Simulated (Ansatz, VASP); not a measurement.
## TiN: VASP beside Ansatz

Contents of INCAR:

```
ALGO = Normal
EDIFF = 1E-8
ENCUT = 520
GGA = PS
GGA_COMPAT = F
ISIF = 2
ISMEAR = -1
LASPH = T
LCHARG = F
LEFG = T
LREAL = F
LWAVE = F
NBANDS = 16
NELM = 120
PREC = Accurate
SIGMA = 0.05
```

File KPOINTS:

```
k-points
0
Gamma
  13 13 13
```

Contents of POSCAR:

```
TiN
1.0
    0.0000000000      2.0790502180      2.0790502180
    2.0790502180      0.0000000000      2.0790502180
    2.0790502180      2.0790502180      0.0000000000
Ti N
1 1
Direct
    0.0000000000      0.0000000000      0.0000000000
    0.5000000000      0.5000000000      0.5000000000
```

Input for Ansatz:

```yaml
crystal:
  lattice:
    - [0.0, 2.079050218, 2.079050218]
    - [2.079050218, 0.0, 2.079050218]
    - [2.079050218, 2.079050218, 0.0]
  atoms:
    - { symbol: Ti, position: [0.0, 0.0, 0.0] }
    - { symbol: "N", position: [0.5, 0.5, 0.5] }
kpoints:
  mp_grid: { grid: [13, 13, 13] }
scf:
  occupations: { method: fermi_dirac, width: 0.05 }
hamiltonian:
  xc: pbesol
  pseudopotentials: { kind: paw }
output:
  forces: true
  stress: true
  eigenvalues: true
  efg: { contact_densities: true }
```

Change from the starting cell: volume scaled by 0.9405, PAW files.

Alike in both runs: task electric field gradients; functional PBEsol; k mesh 13 × 13 × 13; occupations fermi-dirac, width 0.05 eV; no spin polarisation.

```csv
,VASP,Ansatz
version,VASP 6.6.1,Ansatz 0.2.0
potentials or method,"VASP PAW PBE potentials, release 64 (Ti_sv, N)","PAW with Ansatz's default frozen-core files, scalar-relativistic"
plane-wave cutoff (eV),520,420
valence electrons in the cell,17,17
```

|  | VASP | Ansatz | Ansatz less VASP |
| --- | --- | --- | --- |
| pressure (GPa) | 11.1 | 10.6 | -0.51 |

VASP's potentials were made for PBE, not for PBEsol. The functional is the same, so the differences come from potentials, cutoffs and numerics.
